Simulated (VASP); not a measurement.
## Al16AgO24 (a cell with a defect) (Ag interstitial hop between voids): single point with HSE06

Al16AgO24 (a cell with a defect) (Ag interstitial hop between voids):

```xyz
41
Lattice="2.4039 1.3879 4.3742 -4.8079 2.7758 8.7484 0.0000 -5.5517 8.7484" Properties=species:S:1:pos:R:3 pbc="T T T"
Al   -0.0123   -0.1005    8.5287
Al    0.0057   -0.0311   11.2222
Al   -0.0094    0.0118    1.8904
Al    0.0753   -0.1400    4.6642
Al    0.0933   -2.7316   12.6245
Al   -0.0296   -2.7019   15.2190
Al    0.0079   -2.8021    6.3115
Al    0.0194   -2.7986    8.9851
Al   -2.4037    1.3803   12.8912
Al   -2.4088    1.3930   15.5735
Al   -2.5081    1.4297    6.6453
Al   -2.4392    1.3670    9.1542
Al   -2.4304   -1.3453   17.2414
Al   -2.4309   -1.4021   19.9276
Al   -2.4293   -1.3644   10.6705
Al   -2.4420   -1.3114   13.3739
O     0.9639   -1.4430    5.4882
O     1.6328    0.1612    7.6461
O    -1.5448   -0.3437    5.5925
O     0.6514    1.5115    5.3330
O    -0.7301   -1.5610    7.6739
O    -0.9821    1.2858    7.6450
O     0.9616   -4.1840    9.7915
O     1.7447   -2.6714   11.9932
O    -1.7388   -2.8468    9.6817
O     0.7234   -1.3581    9.8661
O    -0.6308   -4.0860   11.6064
O    -0.9773   -1.3977   12.0043
O    -1.4580   -0.0002    9.8751
O    -0.7483    1.4641   12.0987
O    -4.1165    1.2726    9.8766
O    -1.7187    2.8568    9.9712
O    -3.1491   -0.0809   12.0299
O    -3.3650    2.7660   12.0565
O    -1.6300   -2.5953   14.4222
O    -0.7872   -1.2004   16.3554
O    -4.0845   -1.5140   14.2084
O    -1.6675    0.1522   14.2075
O    -3.1990   -2.8980   16.5334
O    -3.3310    0.0156   16.3943
Ag    0.3437    2.6852    8.7660
```

```json
{
  "Program": "VASP 6.6.1",
  "Task": "single point",
  "Functional": "HSE06",
  "Potentials or basis": "VASP PAW PBE potentials, release 64 (Al, O, Ag)",
  "Cutoff": "520 eV",
  "k mesh": "1 × 1 × 1, shifted",
  "Occupations": "fermi-dirac, width 0.01 eV",
  "Spin": "no spin polarisation"
}
```

| Item | Value |
| --- | --- |
| Largest force | 0.294 eV/Å |

Forces in eV/Å, atoms in the order of the input:
```
Al  -0.020 -0.077  0.027
Al   0.049  0.011 -0.058
Al   0.062  0.064  0.027
Al   0.121 -0.173  0.069
Al   0.149  0.071 -0.124
Al  -0.017  0.110 -0.162
Al   0.006 -0.012  0.039
Al   0.029  0.029 -0.044
Al   0.012 -0.042  0.042
Al   0.004 -0.040 -0.049
Al  -0.027  0.051  0.192
Al  -0.043 -0.013  0.020
Al  -0.076  0.074  0.014
Al  -0.020  0.016 -0.034
Al  -0.032  0.010  0.032
Al  -0.029  0.035  0.029
O    0.002  0.053 -0.031
O    0.026  0.073  0.061
O   -0.093  0.109 -0.192
O   -0.137  0.058 -0.027
O    0.027 -0.020  0.030
O   -0.031  0.113  0.062
O    0.049  0.004 -0.008
O   -0.072  0.020 -0.010
O   -0.029 -0.139  0.057
O   -0.018  0.015 -0.034
O   -0.197 -0.066  0.209
O    0.023 -0.049  0.009
O    0.001  0.024 -0.012
O    0.002  0.107 -0.045
O    0.015 -0.007  0.010
O    0.147 -0.010 -0.018
O    0.014 -0.022  0.023
O   -0.053 -0.009  0.035
O    0.085 -0.229 -0.119
O    0.123 -0.087  0.089
O   -0.008 -0.029 -0.024
O   -0.023  0.036 -0.019
O    0.100 -0.102 -0.074
O   -0.015 -0.002  0.007
Ag  -0.104  0.044 -0.001
```

Levels at points of the mesh, in eV from the Fermi level:
| k point | band 99 | band 100 | band 101 | band 102 | band 103 | band 104 |
| --- | --- | --- | --- | --- | --- | --- |
| (0.25, 0.25, 0.25) | -1.94 | -0.70 | -0.33 | 5.61 | 7.39 | 7.63 |

Wall time 19 min on 1 thread of Intel(R) Xeon(R) Platinum 8375C CPU @ 2.90GHz (Ice Lake) (shared host), peak memory 0.73 GiB.

Caveat: the k points lie up to 1.58 Å⁻¹ apart; the cell carries a net charge on a neutralising background, which shifts energy and pressure; the cell is charged against a uniform background, so pressure and absolute levels hang on convention; the PAW data sets were made with another functional, which shifts forces and pressure a little.
